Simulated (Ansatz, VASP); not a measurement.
# CdTe in VASP and in Ansatz

```
Cd Te
1.0
     4.53255    0.00000    0.00000
     0.00000    6.41000    0.00000
     0.00000    0.00000   26.33139
Cd Te
6 6
Cartesian
  2.2663 3.2050 7.5000
  0.0000 0.0000 9.7663
  2.2663 3.2050 12.0326
  0.0000 0.0000 14.2988
  2.2663 3.2050 16.5651
  0.0000 0.0000 18.8314
  0.0000 4.8075 7.5000
  2.2663 1.6025 9.7663
  0.0000 4.8075 12.0326
  2.2663 1.6025 14.2988
  0.0000 4.8075 16.5651
  2.2663 1.6025 18.8314
```

Alike in both runs: task single point; functional LDA; k mesh 6 × 4 × 1; occupations gaussian, width 0.05 eV; no spin polarisation.

|  | VASP | Ansatz |
| --- | --- | --- |
| version | VASP 6.6.1 | Ansatz 0.2.0 |
| potentials or method | VASP PAW LDA potentials, release 64 (Cd, Te), cutoff 400 eV | scalar-relativistic, plane waves, PAW |
| valence electrons in the cell | 108 | 216 |

|  | VASP | Ansatz | Ansatz less VASP |
| --- | --- | --- | --- |
| gap on the k mesh at the Fermi level (eV) | 0.70 | 0.69 | -0.013 |
| least direct gap on the mesh (eV) | 0.70 | 0.69 | -0.013 |
| rms of the force components (eV/Å) | 0.324 | 0.326 | +0.0023 |

LDA's correlation is that of Perdew and Zunger in VASP and of Perdew and Wang (1992) in Ansatz. VASP's potentials hold 108 valence electrons a cell and Ansatz's 216, so a difference there can come from the potentials and not from the codes. Ansatz's warnings: xc potential rough in thin density.

Neither program's run includes spin-orbit coupling.
